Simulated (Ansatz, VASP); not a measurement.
One calculation of CdS, two programs

Contents of INCAR:

```
PREC = Accurate ; ENCUT = 520
EDIFF = 1E-6 ; ISMEAR = 0
SIGMA = 0.01 ; LREAL = F
LASPH = T ; NELM = 80
ALGO = Normal ; ISIF = 2
LWAVE = F ; LCHARG = F
GGA = CA ; NBANDS = 26
```

The input KPOINTS:

```
regular mesh
0
Gamma
  12 12 4
```

POSCAR

```
CdS
1.0
    3.8410415901      0.0000000000      0.0000000000
   -1.9205207951      3.3264395940      0.0000000000
    0.0000000000      0.0000000000      6.4452706107
Cd S
2 2
Direct
    0.0000000000      0.0000000000      0.0000000000
    0.0000000000      0.0000000000      0.5000000000
    0.3333333333      0.6666666667      0.2500000000
    0.6666666667      0.3333333333      0.7500000000
```

Input for Ansatz:

```yaml
crystal:
  lattice:
    - [3.8410415901, 0.0, 0.0]
    - [-1.9205207951, 3.326439594, 0.0]
    - [0.0, 0.0, 6.4452706107]
  atoms:
    - { symbol: Cd, position: [0.0, 0.0, 0.0] }
    - { symbol: Cd, position: [0.0, 0.0, 0.5] }
    - { symbol: S, position: [0.3333333333, 0.6666666667, 0.25] }
    - { symbol: S, position: [0.6666666667, 0.3333333333, 0.75] }
kpoints:
  mp_grid: { grid: [12, 12, 4] }
  band_path:
    path:
      - [0.0, 0.0, 0.0]
      - [0.5, 0.0, 0.0]
      - [0.3333333333, 0.3333333333, 0.0]
      - [0.0, 0.0, 0.5]
      - [0.5, 0.0, 0.5]
      - [0.3333333333, 0.3333333333, 0.5]
    npoints: 1
hamiltonian:
  xc: lda
scf:
  occupations: { method: fixed }
  n_extra_bands: 5
output:
  forces: true
  stress: true
  eigenvalues: true
```

Alike in both runs: task single point; functional LDA; k mesh 12 × 12 × 4; no spin polarisation.

```csv
,VASP,Ansatz
version,VASP 6.6.1,Ansatz 0.2.0
potentials or method,"VASP PAW LDA potentials, release 64 (Cd, S)","plane waves, PAW"
plane-wave cutoff (eV),520,420
occupations,"gaussian, width 0.01 eV",fixed
valence electrons in the cell,36,52
```

VASP gave:

```
gap on the k mesh at the Fermi level (eV)                     : 0.40
pressure (GPa)                                                : -4.3
traceless stress, the component that is largest in VASP (GPa) : -0.65
```

Q: Estimate Ansatz's values.

A: gap on the k mesh at the Fermi level (eV): 0.37; pressure (GPa): -4.9; traceless stress, the component that is largest in VASP (GPa): -0.68.

LDA's correlation is that of Perdew and Zunger in VASP and of Perdew and Wang (1992) in Ansatz. VASP's potentials hold 36 valence electrons a cell and Ansatz's 52, so a difference there can come from the potentials and not from the codes.
